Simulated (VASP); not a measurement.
# WSe2: single point with PBEsol+D3(BJ)

Slab: WSe2, a slab with vacuum.

```
W Se
1.0
     3.31794    0.00000    0.00000
    -1.65897    3.02427    0.00000
     0.00000    0.00000   16.65814
W Se
1 2
Cartesian
  0.0000 0.0000 0.0000
  0.0000 2.0162 1.6623
  0.0000 2.0162 14.9959
```

This cell differs from its parent crystal: strain +0.0525 x Voigt [0, 1, 0, 0, 0, 0].

```yaml
Program: VASP 6.6.1
Task: single point
Functional: PBEsol
Dispersion: D3(BJ)
Potentials_or_basis: VASP PAW PBE potentials, release 64 (W_sv, Se)
Cutoff: 520 eV
k_mesh: 12 × 12 × 2
Occupations: gaussian, width 0.05 eV
Spin: no spin polarisation
```

* Largest force: 0.651 eV/Å
* Band gap on the k mesh: 1.28 eV, direct
* Dispersion energy per atom: -0.266 eV

Forces on the atoms (eV/Å):
```
W    0.000  0.235  0.000
Se   0.000 -0.117 -0.640
Se   0.000 -0.117  0.640
```

Levels at points of the mesh, in eV from the valence-band top:
```
           k point  band 11  band 12  band 13  band 14  band 15  band 16
(0.00, 0.00, 0.00)    -1.42    -1.24    -0.10     2.48     2.71     2.93
(0.50, 0.00, 0.00)    -1.83    -1.26    -0.82     1.97     2.62     3.50
(0.00, 0.50, 0.00)    -1.99    -0.98    -0.78     2.10     2.35     3.61
(0.00, 0.00, 0.50)    -1.42    -1.24    -0.10     2.48     2.71     2.93
(0.50, 0.00, 0.50)    -1.83    -1.26    -0.82     1.97     2.62     3.50
(0.00, 0.50, 0.50)    -1.99    -0.98    -0.78     2.10     2.35     3.61
```

Wall time 15 min on 1 thread of AMD EPYC 7R13 (shared host), peak memory 0.47 GiB.

Caveat: the cell differs from its parent crystal (strain +0.0525 x Voigt [0, 1, 0, 0, 0, 0]); the PAW data sets were made with another functional, which shifts forces and pressure a little; spin-orbit coupling is left out, which moves the levels of the heavy elements.
